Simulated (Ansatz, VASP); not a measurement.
# Ge2Sb2S: VASP beside Ansatz

```
CELL_PARAMETERS angstrom
4.56134 0.00000 0.00000
-2.28067 3.95024 0.00000
0.00000 0.00000 7.83912
ATOMIC_POSITIONS crystal
Ge 0.33333 0.66667 0.26217
Ge 0.66667 0.33333 0.73783
Sb 0.33333 0.66667 0.62930
Sb 0.66667 0.33333 0.37070
S 0.00000 0.00000 0.00000
```

Change from the starting cell: species swapped into the CaAl2Ge2 type (P-3m1, No. 164).

Alike in both runs: task single point; functional PBE; k mesh 6 × 6 × 2; occupations gaussian, width 0.1 eV; no spin polarisation.

|  | VASP | Ansatz |
| --- | --- | --- |
| version | VASP 6.6.1 | Ansatz 0.2.0 |
| potentials or method | VASP PAW PBE potentials, release 64 (Ge_d, Sb, S), cutoff 520 eV | scalar-relativistic, plane waves, PAW |
| valence electrons in the cell | 44 | 64 |

VASP gave:

```
gap on the k mesh at the Fermi level (eV)                     : none
pressure (GPa)                                                : -0.2
traceless stress, the component that is largest in VASP (GPa) : 0.60
rms of the force components (eV/Å)                            : 0.610
```

Q: Which values does Ansatz return?

A: gap on the k mesh at the Fermi level (eV): none; pressure (GPa): -0.1; traceless stress, the component that is largest in VASP (GPa): 0.59; rms of the force components (eV/Å): 0.609.

Atom by atom the forces differ by 0.001 eV/Å (rms over components). A gap of «none» marks a metal or a gap that the smearing closes. With one functional, cell and mesh, what is left measures potentials, basis and numerics. VASP's potentials hold 44 valence electrons a cell and Ansatz's 64, so a difference there can come from the potentials and not from the codes.

The k mesh is coarse, so the values compare programs but aren't converged. Spin-orbit coupling is off throughout.
